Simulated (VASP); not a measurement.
# Sn (I4_1/amd) in VASP: single point with LDA

Aim: the single point of Sn with LDA.

Program: VASP 6.6.1. These are calculated values, not measurements. Logs are shortened: lines on timing, memory, paths and dates and some standing lists are left out, and cuts for length are marked.

### Step 1. The cell of the first run

The structure is tetragonal, space group I4_1/amd (No. 141). Conventional cell: a = 5.832 Å, b = 5.832 Å, c = 3.182 Å, α = 90.00°, β = 90.00°, γ = 90.00°. Within 4.0 Å of Sn (site symmetry -4m2) lie 10 Sn at 3.02 to 3.77 Å.

### Step 2. Single point, LDA

File INCAR:

```
PREC     = Accurate       # precision mode
ENCUT    = 520            # plane-wave cutoff, eV
EDIFF    = 1E-6           # SCF threshold, eV
ISMEAR   = 0              # smearing method
SIGMA    = 0.1            # smearing width, eV
LREAL    = False          # projectors in reciprocal space
LASPH    = True           # aspherical terms in the spheres
NELM     = 100            # most SCF steps
ALGO     = Normal         # electronic algorithm
ISIF     = 2              # what is computed and relaxed
LWAVE    = False          # write WAVECAR
LCHARG   = False          # write CHGCAR
GGA      = CA             # functional
NBANDS   = 21             # bands
```

File KPOINTS:

```
regular mesh
0
Gamma
  6 6 6
```

File POSCAR:

```
Sn
1.0
   -2.9161500000      2.9161500000      1.5911500000
    2.9161500000     -2.9161500000      1.5911500000
    2.9161500000      2.9161500000     -1.5911500000
Sn
2
Direct
    0.0000000000      0.0000000000      0.0000000000
    0.7500000000      0.2500000000      0.5000000000
```

Potentials or basis: VASP PAW LDA potentials, release 64 (Sn_d).

On the command line:

```sh
$ cat potpaw_LDA.64/Sn_d/POTCAR > POTCAR
$ mpirun -np 1 vasp_std > vasp.out
```

OUTCAR:

```text
PREC = Accurate
   ENCUT = 520
   EDIFF = 1E-6
   ISMEAR = 0
   LREAL = False
   LASPH = True
   NELM = 100
   ISIF = 2
   GGA = CA

 ion  position               nearest neighbor table
   1  0.000  0.000  0.000-   2 3.02   2 3.02   2 3.02   2 3.02
   2  0.750  0.250  0.500-   1 3.02   1 3.02   1 3.02   1 3.02

  LATTYP: Found a body centered tetragonal cell.
 ALAT       =     5.8323000000
 C/A-ratio  =     0.5456337980

  Lattice vectors:

 A1 = (  -2.9161500000,   2.9161500000,   1.5911500000)
 A2 = (   2.9161500000,  -2.9161500000,   1.5911500000)
 A3 = (   2.9161500000,   2.9161500000,  -1.5911500000)

Analysis of symmetry for initial positions (statically):
=====================================================================
 Subroutine PRICEL returns:
 Original cell was already a primitive cell.

 Routine SETGRP: Setting up the symmetry group for a
 body centered tetragonal supercell.

 Subroutine GETGRP returns: Found 16 space group operations
 (whereof  8 operations were pure point group operations)
 out of a pool of 16 trial point group operations.

The static configuration has the point symmetry D_2d.
 The point group associated with its full space group is D_4h.

Analysis of symmetry for dynamics (positions and initial velocities):
=====================================================================
 Subroutine PRICEL returns:
 Original cell was already a primitive cell.

 Routine SETGRP: Setting up the symmetry group for a
 body centered tetragonal supercell.

 Subroutine GETGRP returns: Found 16 space group operations
 (whereof  8 operations were pure point group operations)
 out of a pool of 16 trial point group operations.

The dynamic configuration has the point symmetry D_2d.
 The point group associated with its full space group is D_4h.

 Subroutine INISYM returns: Found 16 space group operations
 (whereof  8 operations are pure point group operations),
 and found     1 'primitive' translations

----------------------------------------------------------------------------------------

                                     Primitive cell

  volume of cell :      54.1241

  direct lattice vectors                    reciprocal lattice vectors
    -2.916150000  2.916150000  1.591150000     0.000000000  0.171458944  0.314238130
     2.916150000 -2.916150000  1.591150000     0.171458944  0.000000000  0.314238130
     2.916150000  2.916150000 -1.591150000     0.171458944  0.171458944  0.000000000
[... 76 lines left out ...]
   ISTART =      0    job   : 0-new  1-cont  2-samecut
   ICHARG =      2    charge: 1-file 2-atom 10-const
   ISPIN  =      1    spin polarized calculation?
   LNONCOLLINEAR =      F non collinear calculations
   LSORBIT =      F    spin-orbit coupling
   LASPH  =      T    aspherical Exc in radial PAW
   ENCUT  =  520.0 eV  38.22 Ry    6.18 a.u.   8.22  8.22  8.22*2*pi/ulx,y,z
   NELM   =    100;   NELMIN=  2; NELMDL= -5     # of ELM steps
   EDIFF  = 0.1E-05   stopping-criterion for ELM
   LREAL  =      F    real-space projection
   EDIFFG = 0.1E-04   stopping-criterion for IOM
   NSW    =      0    number of steps for IOM
   IBRION =     -1    ionic relax: 0-MD 1-quasi-New 2-CG
   NFREE  =      0    steps in history (QN), initial steepest desc. (CG)
   ISIF   =      2    stress and relaxation
   ISYM   =      2    0-nonsym 1-usesym 2-fastsym
   POTIM  = 0.5000    time-step for ionic-motion
   TEBEG  =    0.0;   TEEND  =   0.0 temperature during run
   PSTRESS=    0.0 pullay stress
   NELECT =      28.0000    total number of electrons
   NUPDOWN=      -1.0000    fix difference up-down
   EMIN   =  10.00;   EMAX   =-10.00  energy-range for DOS
   EFERMI =   0.00;   METHOD = LEGACY
   ISMEAR =     0;   SIGMA  =   0.10  broadening in eV -4-tet -1-fermi 0-gaus
   EFERMI_NEDOS =   21; number of points for ismear=-14 and -15
   IALGO  =     38    algorithm
   IMIX   =      4    mixing-type and parameters
     AMIX     =   0.40;   BMIX     =  1.00
     AMIX_MAG =   1.60;   BMIX_MAG =  1.00
  volume/ion in A,a.u.               =      27.06       182.62
  Fermi-wavevector in a.u.,A,eV,Ry     =   1.314207  2.483492 23.499180  1.727141
  Thomas-Fermi vector in A             =   2.444476
   LORBIT       =      0    0 simple, 1 ext, 2 COOP (PROOUT), +10 PAW based schemes
   GGA     = CA    functional components
   LHFCALC =     F    Hartree Fock is set to
   AEXX    =    0.0000 exact exchange contribution
   IVDW    =     0    specifies the selected vdW correction
   LEPSILON=     F    determine dielectric tensor
   LRPA    =     F    only Hartree local field effects (RPA)
 non-spin polarized calculation
 Gauss-broadening in eV      SIGMA  =   0.10
  energy-cutoff  :      520.00
  volume of cell :       54.12
 maximum number of plane-waves:      1476
 NGX is ok and might be reduce to    36
   NGX = 17   NGY = 17   NGZ = 17

 number of electron      28.0000002 magnetization

 Free energy of the ion-electron system (eV)
  ---------------------------------------------------
  ext. energy  EPLUGINS =         0.00000000
  ---------------------------------------------------
  free energy    TOTEN  =        -8.95762733 eV

  energy without entropy =       -8.95134145  energy(sigma->0) =       -8.95448439

 E-fermi :   7.8795     XC(G=0): -10.5597

 val. band max:        7.8669152145   @ k =  -0.1667  -0.1667   0.1667
 cond. band min:       7.9002754411   @ k =  -0.1667   0.3333   0.1667
 fundamental gap:      0.0333602267
 Fermi energy:         7.8794739218

 k-point     1 :       0.0000    0.0000    0.0000
  band No.  band energies     occupation
      1     -13.8195      2.00000
      2     -13.7403      2.00000
      3     -13.6889      2.00000
      4     -13.6850      2.00000
      5     -13.5302      2.00000
      6     -13.5302      2.00000
[... 565 lines left out ...]
     20      16.9469      0.00000
     21      18.7113      0.00000

 [... further k-points ...]
[... 5 lines left out ...]
  --------------------------------------------------------------------------------------
  -------------------------------------------------------------------------------------
  Total       -0.4335018     -0.4335018     -1.0321912      0.0000000      0.0000000      0.0000000
  in kB      -12.8324814    -12.8324814    -30.5548323      0.0000000      0.0000000      0.0000000
  external PRESSURE =     -18.7399317 kB  Pullay stress =       0.0000000 kB

 VOLUME and BASIS-vectors are now :
 -----------------------------------------------------------------------------
  energy-cutoff  :      520.00
  volume of cell :       54.12
      direct lattice vectors                 reciprocal lattice vectors
    -2.916150000  2.916150000  1.591150000     0.000000000  0.171458944  0.314238130
     2.916150000 -2.916150000  1.591150000     0.171458944  0.000000000  0.314238130
     2.916150000  2.916150000 -1.591150000     0.171458944  0.171458944  0.000000000

 POSITION                                       TOTAL-FORCE (eV/Angst)
 -----------------------------------------------------------------------------------
      0.00000      0.00000      0.00000        -0.000000     -0.000000      0.000000
      0.00000      2.91615      0.79558         0.000000      0.000000     -0.000000
 -----------------------------------------------------------------------------------
    total drift:                               -0.000000      0.000000     -0.000000

  FREE ENERGIE OF THE ION-ELECTRON SYSTEM (eV)
  ---------------------------------------------------
  free  energy   TOTEN  =        -8.9576273343 eV

  energy  without entropy=       -8.9513414504  energy(sigma->0) =       -8.95448439
```

stdout:

```text
POSCAR found type information on POSCAR Sn
 POSCAR found :  1 types and       2 ions
 scaLAPACK will be used
 LDA part: xc-table for (Slater(with rela. corr.)+CA(PZ))
 , standard interpolation
 POSCAR, INCAR and KPOINTS ok, starting setup
 FFT: planning ... GRIDC
 FFT: planning ... GRID_SOFT
 FFT: planning ... GRID
 WAVECAR not read
 entering main loop
```

Wall time 17 s (1 thread of Intel Xeon Platinum 8488C (Sapphire Rapids), shared host); peak memory 0.18 GiB.

What came out:

| Property | Result |
| --- | --- |
| Free energy | -8.9576 eV |
| Pressure | -1.9 GPa |
| Band gap on the k mesh | zero (band 14 reaches 8.76 eV, above the bottom of band 15 at 4.93 eV) |

Levels at points of the mesh, in eV from the Fermi level:
```csv
k point,band 10,band 11,band 12,band 13,band 14,band 15,band 16,band 17,band 18,band 19
"(0.00, 0.00, 0.00)",-21.19,-11.32,-3.86,-2.11,-2.11,2.94,6.04,6.04,6.61,6.69
"(0.50, 0.00, 0.00)",-21.26,-7.13,-5.58,-2.50,-1.85,-1.29,2.16,2.68,4.53,7.09
"(0.50, 0.50, 0.00)",-21.32,-9.07,-9.07,0.46,0.46,1.44,1.44,5.80,5.80,9.47
"(0.50, 0.50, 0.50)",-21.39,-7.74,-7.74,-4.93,-4.93,4.85,4.85,9.17,9.17,12.51
```

Caveat: the k points lie up to 0.37 Å⁻¹ apart; spin-orbit coupling is left out, which moves the levels of the heavy elements.
